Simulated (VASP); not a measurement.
# Mo (Im-3m) in VASP: single point with LDA

Aim: the single point of Mo with LDA.

Program: VASP 6.6.1. These are calculated values, not measurements. Logs are shortened: lines on timing, memory, paths and dates and some standing lists are left out, and cuts for length are marked.

**1. The cell of the first run**

It takes space group Im-3m (No. 229, cubic). The conventional cell has a = 3.112 Å, b = 3.112 Å, c = 3.112 Å, α = 90.00°, β = 90.00°, γ = 90.00°. Within 3.6 Å of Mo (site symmetry m-3m) lie 14 Mo at 2.69 to 3.11 Å.

**2. Single point, LDA**

The input, INCAR:

```
PREC = Accurate
ENCUT = 520
EDIFF = 1E-6
ISMEAR = -1
SIGMA = 0.1
LREAL = F
LASPH = T
NELM = 60
ALGO = Normal
ISIF = 2
LWAVE = F
LCHARG = F
NBANDS = 28
```

The input, KPOINTS:

```
regular mesh
0
Gamma
  9 9 12
```

The input, POSCAR:

```
Mo
1.0
    0.0000000000      3.1117341707     -3.1117341707
   -3.1117341707      0.0000000000      3.1117341707
    1.5558670854      1.5558670854      1.5558670854
Mo
3
Direct
    0.0000000000      0.0000000000      0.0000000000
    0.3333333330      0.6666666670      0.3333333330
    0.6666666670      0.3333333330      0.6666666670
```

Potentials or basis: VASP PAW LDA potentials, release 64 (Mo_sv).

Launch:

```sh
$ cat potpaw_LDA.64/Mo_sv/POTCAR > POTCAR
$ mpirun -np 1 vasp_std > vasp.out
```

OUTCAR:

```text
PREC = Accurate
   ENCUT = 520
   EDIFF = 1E-6
   ISMEAR = -1
   LREAL = F
   LASPH = T
   NELM = 60
   ISIF = 2

 ion  position               nearest neighbor table
   1  0.000  0.000  0.000-   2 2.69   3 2.69   3 2.69   2 2.69   3 2.69   2 2.69   3 3.11   2 3.11
                             3 3.11   3 3.11   2 3.11   2 3.11
   2  0.333  0.667  0.333-   1 2.69   3 2.69   3 2.69   1 2.69   1 2.69   3 2.69   3 3.11   3 3.11
                             1 3.11   1 3.11   1 3.11   3 3.11
   3  0.667  0.333  0.667-   1 2.69   2 2.69   2 2.69   1 2.69   1 2.69   2 2.69   2 3.11   2 3.11
                             1 3.11   1 3.11   1 3.11   2 3.11

  LATTYP: Found a hexagonal cell.
 ALAT       =     4.4006566667
 C/A-ratio  =     0.6123724357

  Lattice vectors:

 A1 = (   0.0000000000,   3.1117341707,  -3.1117341707)
 A2 = (  -3.1117341707,   0.0000000000,   3.1117341707)
 A3 = (   1.5558670854,   1.5558670854,   1.5558670854)

Analysis of symmetry for initial positions (statically):
=====================================================================
 Subroutine PRICEL returns following result:

  LATTYP: Found a body centered cubic cell.
 ALAT       =     3.1117341686

  Lattice vectors:

 A1 = (  -1.5558670885,   1.5558670822,  -1.5558670823)
 A2 = (  -1.5558670838,  -1.5558670838,   1.5558670838)
 A3 = (   1.5558670854,   1.5558670854,   1.5558670854)

   3 primitive cells build up your supercell.

 Routine SETGRP: Setting up the symmetry group for a
 hexagonal supercell.

 Subroutine GETGRP returns: Found 12 space group operations
 (whereof 12 operations were pure point group operations)
 out of a pool of 24 trial point group operations.

The static configuration has the point symmetry D_3d.

Analysis of symmetry for dynamics (positions and initial velocities):
=====================================================================
 Subroutine PRICEL returns following result:

  LATTYP: Found a body centered cubic cell.
 ALAT       =     3.1117341686

  Lattice vectors:

 A1 = (  -1.5558670885,   1.5558670822,  -1.5558670823)
 A2 = (  -1.5558670838,  -1.5558670838,   1.5558670838)
 A3 = (   1.5558670854,   1.5558670854,   1.5558670854)

   3 primitive cells build up your supercell.

 Routine SETGRP: Setting up the symmetry group for a
 hexagonal supercell.

 Subroutine GETGRP returns: Found 12 space group operations
 (whereof 12 operations were pure point group operations)
 out of a pool of 24 trial point group operations.

The dynamic configuration has the point symmetry D_3d.

 Subroutine INISYM returns: Found 12 space group operations
 (whereof 12 operations are pure point group operations),
 and found     3 'primitive' translations

----------------------------------------------------------------------------------------

                                     Primitive cell

  volume of cell :      15.0653

  direct lattice vectors                    reciprocal lattice vectors
    -1.555867088  1.555867082 -1.555867082    -0.321364212  0.321364212  0.000000000
    -1.555867084 -1.555867084  1.555867084    -0.321364212 -0.000000001  0.321364212
     1.555867085  1.555867085  1.555867085    -0.000000000  0.321364212  0.321364212

  length of vectors
     2.694840840  2.694840839  2.694840842     0.454477627  0.454477627  0.454477627

  position of ions in fractional coordinates (direct lattice)
     0.000000000  0.000000000  0.000000000

  ion indices of the primitive-cell ions
   primitive index   ion index
                 1           1

----------------------------------------------------------------------------------------

 KPOINTS: regular mesh

Automatic generation of k-mesh.
 Grid dimensions read from file:
 generate k-points for:    9    9   12

 Generating k-lattice:

  Cartesian coordinates                     Fractional coordinates (reciprocal lattice)
    -0.011902378  0.023804756 -0.011902378     0.111111111  0.000000000  0.000000000
    -0.023804756  0.011902378  0.011902378     0.000000000  0.111111111  0.000000000
     0.017853567  0.017853567  0.017853567     0.000000000  0.000000000  0.083333333

  Length of vectors
     0.029154753  0.029154753  0.030923286

  Shift w.r.t. Gamma in fractional coordinates (k-lattice)
     0.000000000  0.000000000  0.000000000

 Subroutine IBZKPT returns following result:
 ===========================================

 Found    119 irreducible k-points:

 Following reciprocal coordinates:
            Coordinates               Weight
  0.000000  0.000000  0.000000      1.000000
  0.111111  0.000000  0.000000      6.000000
  0.222222  0.000000  0.000000      6.000000
  0.333333  0.000000  0.000000      6.000000
  0.444444  0.000000  0.000000      6.000000
  0.111111  0.111111  0.000000      6.000000
[... 16 lines left out ...]
  0.222222  0.111111  0.083333     12.000000
 -0.111111  0.333333  0.083333     12.000000
 [... further k-points ...]
   k-points           NKPTS =    119   k-points in BZ     NKDIM =    119   number of bands    NBANDS=     28
   number of dos      NEDOS =    301   number of ions     NIONS =      3
   total plane-waves  NPLWV =  25920
   dimension x,y,z NGX =    36 NGY =   36 NGZ =   20
   dimension x,y,z NGXF=    72 NGYF=   72 NGZF=   40
   ions per type =               3
   NGX,Y,Z   is equivalent  to a cutoff of  13.60, 13.60, 12.34 a.u.
   NGXF,Y,Z  is equivalent  to a cutoff of  27.20, 27.20, 24.68 a.u.
 SYSTEM =  unknown system
   PREC   = accura    normal or accurate (medium, high low for compatibility)
   ISTART =      0    job   : 0-new  1-cont  2-samecut
   ICHARG =      2    charge: 1-file 2-atom 10-const
   ISPIN  =      1    spin polarized calculation?
   LNONCOLLINEAR =      F non collinear calculations
   LSORBIT =      F    spin-orbit coupling
   LASPH  =      T    aspherical Exc in radial PAW
   ENCUT  =  520.0 eV  38.22 Ry    6.18 a.u.   8.18  8.18  5.01*2*pi/ulx,y,z
   NELM   =     60;   NELMIN=  2; NELMDL= -5     # of ELM steps
   EDIFF  = 0.1E-05   stopping-criterion for ELM
   LREAL  =      F    real-space projection
   EDIFFG = 0.1E-04   stopping-criterion for IOM
   NSW    =      0    number of steps for IOM
   IBRION =     -1    ionic relax: 0-MD 1-quasi-New 2-CG
   NFREE  =      0    steps in history (QN), initial steepest desc. (CG)
   ISIF   =      2    stress and relaxation
   ISYM   =      2    0-nonsym 1-usesym 2-fastsym
   POTIM  = 0.5000    time-step for ionic-motion
   TEBEG  =    0.0;   TEEND  =   0.0 temperature during run
   PSTRESS=    0.0 pullay stress
   NELECT =      42.0000    total number of electrons
   NUPDOWN=      -1.0000    fix difference up-down
   EMIN   =  10.00;   EMAX   =-10.00  energy-range for DOS
   EFERMI =   0.00;   METHOD = LEGACY
   ISMEAR =    -1;   SIGMA  =   0.10  broadening in eV -4-tet -1-fermi 0-gaus
   EFERMI_NEDOS =   21; number of points for ismear=-14 and -15
   IALGO  =     38    algorithm
   IMIX   =      4    mixing-type and parameters
     AMIX     =   0.40;   BMIX     =  1.00
     AMIX_MAG =   1.60;   BMIX_MAG =  1.00
  volume/ion in A,a.u.               =      15.07       101.67
  Fermi-wavevector in a.u.,A,eV,Ry     =   1.597564  3.018959 34.724949  2.552212
  Thomas-Fermi vector in A             =   2.695151
   LORBIT       =      0    0 simple, 1 ext, 2 COOP (PROOUT), +10 PAW based schemes
   GGA     = CA    functional components
   LHFCALC =     F    Hartree Fock is set to
   AEXX    =    0.0000 exact exchange contribution
   IVDW    =     0    specifies the selected vdW correction
   LEPSILON=     F    determine dielectric tensor
   LRPA    =     F    only Hartree local field effects (RPA)
 non-spin polarized calculation
  energy-cutoff  :      520.00
  volume of cell :       45.20
 maximum number of plane-waves:      1242
 NGX is ok and might be reduce to    36
   NGX = 17   NGY = 17   NGZ = 11

 number of electron      42.0000003 magnetization

 Free energy of the ion-electron system (eV)
  ---------------------------------------------------
  ext. energy  EPLUGINS =         0.00000000
  ---------------------------------------------------
  free energy    TOTEN  =       -36.43286177 eV

  energy without entropy =      -36.37763071  energy(sigma->0) =      -36.40524624

 E-fermi :  13.0774     XC(G=0): -13.8100

 val. band max:       13.0678684827   @ k =  -0.1111   0.4444   0.4167
 cond. band min:      13.0936589854   @ k =   0.2222   0.0000   0.1667
 fundamental gap:      0.0257905027
 Fermi energy:        13.0773803012

 k-point     1 :       0.0000    0.0000    0.0000
  band No.  band energies     occupation
      1     -47.8671      2.00000
      2     -47.5122      2.00000
      3     -47.5122      2.00000
      4     -22.3291      2.00000
      5     -22.3291      2.00000
      6     -22.3291      2.00000
[... 20 lines left out ...]
     27      15.3162      0.00000
     28      15.3162      0.00000

 k-point     2 :       0.1111    0.0000    0.0000
  band No.  band energies     occupation
      1     -47.8548      2.00000
      2     -47.5196      2.00000
      3     -47.5178      2.00000
      4     -22.5044      2.00000
      5     -22.4782      2.00000
      6     -22.1372      2.00000
[... 20 lines left out ...]
     27      15.6142      0.00000
     28      15.7003      0.00000

 k-point     3 :       0.2222    0.0000    0.0000
  band No.  band energies     occupation
      1     -47.8198      2.00000
      2     -47.5437      2.00000
      3     -47.5302      2.00000
      4     -22.6495      2.00000
      5     -22.5303      2.00000
      6     -21.9424      2.00000
[... 20 lines left out ...]
     27      15.6750      0.00000
     28      15.9935      0.00000

 k-point     4 :       0.3333    0.0000    0.0000
  band No.  band energies     occupation
      1     -47.7671      2.00000
      2     -47.5853      2.00000
      3     -47.5431      2.00000
      4     -22.7531      2.00000
      5     -22.4682      2.00000
      6     -21.7860      2.00000
[... 578 lines left out ...]
     27      15.5753      0.00000
     28      16.2076      0.00000

 k-point    23 :       0.2222    0.1111    0.0833
  band No.  band energies     occupation
      1     -47.7745      2.00000
      2     -47.5672      2.00000
      3     -47.5268      2.00000
      4     -22.6701      2.00000
      5     -22.5413      2.00000
      6     -21.8556      2.00000
[... 20 lines left out ...]
     27      15.4637      0.00000
     28      16.7488      0.00000

 k-point    24 :      -0.1111    0.3333    0.0833
  band No.  band energies     occupation
      1     -47.7760      2.00000
      2     -47.5506      2.00000
      3     -47.5418      2.00000
      4     -22.6358      2.00000
      5     -22.5418      2.00000
      6     -21.8724      2.00000
[... 20 lines left out ...]
     27      15.5109      0.00000
     28      16.0083      0.00000

 [... further k-points ...]

------------------------ aborting loop because EDIFF is reached ----------------------------------------

  FORCE on cell =-STRESS in cart. coord.  units (eV):
  Direction    XX          YY          ZZ          XY          YZ          ZX
  --------------------------------------------------------------------------------------
  -------------------------------------------------------------------------------------
  Total        0.2856827      0.2856827      0.2856827      0.0231825      0.0231825      0.0231825
  in kB       10.1273484     10.1273484     10.1273484      0.8218110      0.8218110      0.8218110
  external PRESSURE =      10.1273484 kB  Pullay stress =       0.0000000 kB

 VOLUME and BASIS-vectors are now :
 -----------------------------------------------------------------------------
  energy-cutoff  :      520.00
  volume of cell :       45.20
      direct lattice vectors                 reciprocal lattice vectors
     0.000000000  3.111734171 -3.111734171    -0.107121404  0.214242808 -0.107121404
    -3.111734171  0.000000000  3.111734171    -0.214242808  0.107121404  0.107121404
     1.555867085  1.555867085  1.555867085     0.214242808  0.214242808  0.214242808

 POSITION                                       TOTAL-FORCE (eV/Angst)
 -----------------------------------------------------------------------------------
      0.00000      0.00000      0.00000         0.000000      0.000000      0.000000
     -1.55587      1.55587      1.55587         0.000000     -0.000000     -0.000000
      0.00000      3.11173     -0.00000        -0.000000     -0.000000      0.000000
 -----------------------------------------------------------------------------------
    total drift:                               -0.000000     -0.000000      0.000000

  FREE ENERGIE OF THE ION-ELECTRON SYSTEM (eV)
  ---------------------------------------------------
  free  energy   TOTEN  =       -36.4328617657 eV

  energy  without entropy=      -36.3776307139  energy(sigma->0) =      -36.40524624
```

It took 86 s on 1 thread of Intel Xeon 6975P-C, shared host; peak memory 0.23 GiB.

Results:

- Free energy: -36.4329 eV
- Pressure: 1.0 GPa
- Band gap on the k mesh: zero (band 21 reaches 15.20 eV, above the bottom of band 22 at 11.63 eV)
